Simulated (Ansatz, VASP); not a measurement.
One calculation of PbSe, two programs

Contents of INCAR:

```
SYSTEM = PbSe
PREC     = Accurate       ! precision mode
ENCUT    = 500            ! plane-wave cutoff, eV
EDIFF    = 1E-6           ! SCF threshold, eV
ISMEAR   = 0              ! smearing method
SIGMA    = 0.05           ! smearing width, eV
LREAL    = .FALSE.        ! projectors in reciprocal space
LASPH    = .TRUE.         ! aspherical terms in the spheres
NELM     = 120            ! most SCF steps
ALGO     = Normal         ! electronic algorithm
ISIF     = 2              ! what is computed and relaxed
LWAVE    = .FALSE.        ! write WAVECAR
LCHARG   = .TRUE.         ! write CHGCAR
GGA      = PE             ! functional
LELF     = .TRUE.         ! ELF
LVHAR    = .TRUE.       
NBANDS   = 28             ! bands
GGA_COMPAT= .FALSE.
```

Contents of KPOINTS:

```
Automatic mesh
0
G
  8 6 8
  0 0 0
```

POSCAR

```
PbSe
1.0
    4.3097531800      0.0000000000      0.0000000000
    0.0000000000      0.0000000000     -4.4504935700
   -2.1548765900      6.1339473500      0.0000000000
Pb Se
2 2
Direct
    0.3682392700      0.2500000000      0.7364785400
    0.6317607300      0.7500000000      0.2635214600
    0.1387100400      0.2500000000      0.2774200800
    0.8612899600      0.7500000000      0.7225799200
```

Input for Ansatz:

```yaml
crystal:
  lattice:
    - [4.30975318, 0.0, 0.0]
    - [0.0, 0.0, -4.45049357]
    - [-2.15487659, 6.13394735, 0.0]
  atoms:
    - { symbol: Pb, position: [0.36823927, 0.25, 0.73647854] }
    - { symbol: Pb, position: [0.63176073, 0.75, 0.26352146] }
    - { symbol: Se, position: [0.13871004, 0.25, 0.27742008] }
    - { symbol: Se, position: [0.86128996, 0.75, 0.72257992] }
basis:
  ecutwfc: 420
  fft_grid_basis: typed
kpoints:
  mp_grid: { grid: [8, 6, 8] }
hamiltonian:
  xc: pbe
  pseudopotentials: { kind: paw }
scf:
  occupations: { method: gaussian, width: 0.05 }
output:
  forces: true
  stress: true
  eigenvalues: true
  bader: true
  write_density: true
  volumetric_format: npy
  elf: true
```

Alike in both runs: task single point; functional PBE; k mesh 8 × 6 × 8; occupations gaussian, width 0.05 eV; no spin polarisation.

|  | VASP | Ansatz |
| --- | --- | --- |
| version | VASP 6.6.1 | Ansatz 0.2.0 |
| potentials or method | VASP PAW PBE potentials, release 64 (Pb_d, Se), cutoff 500 eV | scalar-relativistic, plane waves, PAW |
| valence electrons in the cell | 40 | 60 |

```csv
,VASP,Ansatz,Ansatz less VASP
gap on the k mesh at the Fermi level (eV),1.08,1.08,+0.003
pressure (GPa),1.0,1.0,-0.02
"traceless stress, the component that is largest in VASP (GPa)",0.20,0.18,-0.023
rms of the force components (eV/Å),0.068,0.064,-0.0043
```

Atom by atom the forces differ by 0.004 eV/Å (rms over components). VASP's potentials hold 40 valence electrons a cell and Ansatz's 60, so a difference there can come from the potentials and not from the codes.

Spin-orbit coupling is off throughout.
